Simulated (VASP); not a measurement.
Set up this calculation in VASP 6.6.1, as the native input.

```yaml
Task: single point
Functional: PBE
Potentials_or_basis: VASP PAW PBE potentials, release 64 (Sn_d, O)
Cutoff: 520 eV
k_mesh: 12 × 12 × 10
Occupations: gaussian, width 0.15 eV
Spin: no spin polarisation
Dipole_correction: no
Further_INCAR_settings: ALGO = Normal; EDIFF = 1e-07; NBANDS = 28
```

The structure of SnO lies in POSCAR:

```
SnO
1.0
    3.8020000000      0.0000000000      0.0000000000
    0.0000000000      3.8020000000      0.0000000000
    0.0000000000      0.0000000000      4.8360000000
Sn O
2 2
Direct
    0.0000000000      0.5000000000      0.2385000000
    0.5000000000      0.0000000000      0.7615000000
   -0.0789058390      0.0000000000     -0.0310173697
    0.5000000000      0.5000000000      0.0000000000
```

This cell differs from its parent crystal: atom 3 (O) moved by (-0.300, -0.150) A along x and z.

These files were run (other wordings do the same):

INCAR

```
SYSTEM = SnO
PREC = Accurate
ENCUT = 520
EDIFF = 1E-7
ISMEAR = 0
SIGMA = 0.15
LREAL = .False.
LASPH = .True.
NELM = 80
ALGO = Normal
ISIF = 2
LWAVE = .False.
LCHARG = .False.
GGA = PE
NBANDS = 28
```

KPOINTS

```
regular mesh
0
Gamma
  12 12 10
  0 0 0
```

Potentials or basis: VASP PAW PBE potentials, release 64 (Sn_d, O).

Launch:

```console
$ cat potpaw_PBE.64/Sn_d/POTCAR potpaw_PBE.64/O/POTCAR > POTCAR
$ mpirun -np 1 vasp_std > vasp.out
```

It gave:

```json
{"Pressure": "9.2 GPa", "Largest force": "5.282 eV/Å", "Band gap on the k mesh": "zero (band 20 reaches 7.20 eV, above the bottom of band 21 at 7.17 eV)"}
```

Caveat: the cell differs from its parent crystal (atom 3 (O) moved by (-0.300, -0.150) A along x and z); spin-orbit coupling is left out, which moves the levels of the heavy elements; forces of over 1 eV/Å act on the atoms, so gaps and moduli don't describe the material at rest.

Wall time 20 min on 1 thread of Intel(R) Xeon(R) Platinum 8375C CPU @ 2.90GHz (Ice Lake), on a shared host, peak memory 0.7 GiB.
